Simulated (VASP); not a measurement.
Set up this calculation in VASP 6.6.1, as the native input.

* Task: single point
* Functional: LDA
* Potentials or basis: VASP PAW LDA potentials, release 64 (Nb_sv, As)
* Cutoff: 520 eV
* k mesh: 11 × 11 × 11
* Occupations: fermi-dirac, width 0.05 eV
* Spin: no spin polarisation
* Dipole correction: no
* Further INCAR settings: ALGO = Normal; EDIFF = 1e-07; NBANDS = 26

The structure of NbAs lies in POSCAR:

```
NbAs
1.0
   -1.7142667651      1.7142667651      5.8008041881
    1.7142667651     -1.7142667651      5.8008041881
    1.7142667651      1.7142667651     -5.8008041881
Nb As
2 2
Direct
    0.5000000000      0.0000000000      0.5000000000
    0.7500000000      0.7500000000      0.0000000000
    0.9160000000      0.4160000000      0.5000000000
    0.1660000000      0.1660000000      0.0000000000
```

This cell differs from its parent crystal: volume scaled by 0.98.

The input as run:

INCAR

```
ALGO = Normal
EDIFF = 1E-7
ENCUT = 520
GGA = CA
ISIF = 2
ISMEAR = -1
LASPH = True
LCHARG = False
LREAL = False
LWAVE = False
NBANDS = 26
NELM = 60
PREC = Accurate
SIGMA = 0.05
```

KPOINTS

```
k-points
0
Gamma
  11 11 11
```

Potentials or basis: VASP PAW LDA potentials, release 64 (Nb_sv, As).

Command:

```sh
$ cat potpaw_LDA.64/Nb_sv/POTCAR potpaw_LDA.64/As/POTCAR > POTCAR
$ mpirun -np 1 vasp_std > vasp.out
```

Results of the run:

| Item | Value |
| --- | --- |
| Pressure | -1.8 GPa |
| Largest force | 0.305 eV/Å |

Wall time 3.4 min on 1 thread of Intel(R) Xeon(R) 6975P-C (Granite Rapids) (shared host), peak memory 0.39 GiB.
